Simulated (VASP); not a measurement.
The system is CdS.

```xyz
4
Lattice="4.2046 0.0000 0.0000 -2.1023 3.6413 0.0000 0.0000 0.0000 6.8257" Properties=species:S:1:pos:R:3 pbc="T T T"
Cd    0.0000    2.4275    0.0000
Cd    2.1023    1.2138    3.4128
S     0.0000    2.4275    2.5596
S     2.1023    1.2138    5.9724
```

- Program: VASP 6.6.1
- Task: relaxation of cell and atoms
- Functional: LDA
- Potentials or basis: VASP PAW LDA potentials, release 64 (Cd, S)
- Cutoff: 600 eV
- k mesh: 7 × 7 × 4
- Occupations: fermi-dirac, width 0.02 eV
- Spin: no spin polarisation

At the start: pressure -4.7 GPa; volume 26.13 Å³/atom.

Where does the relaxation end?

Over 6 steps the energy falls by 33.2 meV/atom and the volume is 24.04 Å³/atom (-8.0 %); space group P6_3mc (No. 186, to 0.1 Å) before and after.

Step by step:
```csv
step,energy change (eV),largest force (eV/Å),pressure (GPa),volume (Å³)
1,0.0000,0.0558,-4.66,104.50
2,-0.1156,0.0056,2.07,93.42
3,-0.1326,0.0246,0.00,96.11
4,-0.1326,0.0236,0.13,95.95
5,-0.1327,0.0014,-0.07,96.20
6,-0.1328,0.0041,0.00,96.14
```

Final structure:
```cif
data_structure
_symmetry_space_group_name_H-M 'P 1'
_symmetry_Int_Tables_number 1
_cell_length_a 4.0836
_cell_length_b 4.0836
_cell_length_c 6.6571
_cell_angle_alpha 90.000
_cell_angle_beta 90.000
_cell_angle_gamma 120.000
_cell_volume 96.14
loop_
_atom_site_label
_atom_site_type_symbol
_atom_site_fract_x
_atom_site_fract_y
_atom_site_fract_z
_atom_site_occupancy
Cd1 Cd 0.33333 0.66667 0.99957 1
Cd2 Cd 0.66667 0.33333 0.49957 1
S1 S 0.33333 0.66667 0.37543 1
S2 S 0.66667 0.33333 0.87543 1
```
